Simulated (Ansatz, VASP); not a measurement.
This is a calculation of GaN for Ansatz 0.2.0.

input.yaml

```yaml
crystal:
  lattice:
    - [0.0, 2.2074978911, 2.2074978911]
    - [2.2074978911, 0.0, 2.2074978911]
    - [2.2074978911, 2.2074978911, 0.0]
  atoms:
    - { symbol: Ga, position: [0.0, 0.0, 0.0] }
    - { symbol: "N", position: [0.25, 0.25, 0.25] }
hamiltonian:
  xc: { exchange: pbesol, correlation: pbesol, exx: { coeff: 0.25 } }
  pseudopotentials: { kind: paw }
kpoints:
  mp_grid: { grid: [5, 5, 5] }
scf:
  occupations: { method: fermi_dirac, width: 0.05 }
output:
  forces: true
  stress: true
  eigenvalues: true
```

Potentials or basis: Ansatz PAW.

The run is started by

```bash
$ ansatz run input.yaml --threads 2 --pin off --max-ram 5632MiB --backend cpu --events-out ev --progress --plain --runs-dir out
```

Question: Set up the same calculation for VASP 6.6.1. Potentials there: VASP PAW PBE potentials, release 64 (Ga_d, N).

Answer: As run (the cutoff follows the program's own potentials):

POSCAR

```
GaN
1.0
    0.0000000000      2.2074978911      2.2074978911
    2.2074978911      0.0000000000      2.2074978911
    2.2074978911      2.2074978911      0.0000000000
Ga N
1 1
Direct
    0.0000000000      0.0000000000      0.0000000000
    0.2500000000      0.2500000000      0.2500000000
```

File INCAR.step1:

```
ALGO = Normal
EDIFF = 1E-5
ENCUT = 520
GGA = PE
ISIF = 2
ISMEAR = -1
LASPH = True
LCHARG = False
LREAL = False
LWAVE = True
NBANDS = 16
NELM = 100
PREC = Accurate
SIGMA = 0.05
```

File INCAR.step2:

```
AEXX = 0.25
ALGO = Normal
EDIFF = 1E-6
ENCUT = 520
GGA = PS
ISIF = 2
ISMEAR = -1
ISTART = 1
LASPH = True
LCHARG = False
LHFCALC = True
LREAL = False
LWAVE = False
NBANDS = 16
NELM = 100
PREC = Accurate
PRECFOCK = Normal
SIGMA = 0.05
```

The input KPOINTS:

```
k-points
0
Gamma
  5 5 5
```

Potentials or basis: VASP PAW PBE potentials, release 64 (Ga_d, N).

Run with:

```console
$ cat potpaw_PBE.64/Ga_d/POTCAR potpaw_PBE.64/N/POTCAR > POTCAR
$ cp INCAR.step1 INCAR
$ mpirun -np 1 vasp_std > vasp.out
$ cp INCAR.step2 INCAR
$ mpirun -np 1 vasp_std > vasp.out
```

Both were run:

|  | VASP | Ansatz | Ansatz less VASP |
| --- | --- | --- | --- |
| gap on the k mesh at the Fermi level (eV) | 4.16 | 4.09 | -0.069 |
| least direct gap on the mesh (eV) | 4.16 | 4.09 | -0.069 |
| pressure (GPa) | 7.3 | 7.4 | +0.19 |

VASP's potentials were made for PBE, not for PBEsol-based global hybrid.

The k mesh is coarse, so the values compare programs but aren't converged. Noted on Ansatz's run: odd divisions of the mesh miss points on the zone boundary, where band edges often lie, so the gap on the mesh can be too wide.
